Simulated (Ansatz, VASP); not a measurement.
One calculation of GaN, two programs

```
Ga N
1.0
     0.00000    2.22760    2.22760
     2.22760    0.00000    2.22760
     2.22760    2.22760    0.00000
Ga N
1 1
Direct
  0.00000 0.00000 0.00000
  0.25000 0.25000 0.25000
```

Alike in both runs: functional LDA; k mesh 10 × 10 × 10; occupations gaussian, width 0.02 eV; no spin polarisation.

Ansatz relaxed the structure, and its values are those at the end. VASP's run is a single point on that final structure, the one shown.

```csv
,VASP,Ansatz
version,VASP 6.6.1,Ansatz 0.2.0
potentials or method,"VASP PAW LDA potentials, release 64 (Ga_d, N), cutoff 520 eV","scalar-relativistic, plane waves, PAW"
valence electrons in the cell,18,18
```

```csv
,VASP,Ansatz,Ansatz less VASP
gap on the k mesh at the Fermi level (eV),1.97,1.96,-0.012
least direct gap on the mesh (eV),1.97,1.96,-0.012
pressure (GPa),1.1,0.0,-1.14
```

Ansatz warns that its potentials were made for another functional, while VASP's fit it. LDA's correlation is that of Perdew and Zunger in VASP and of Perdew and Wang (1992) in Ansatz.
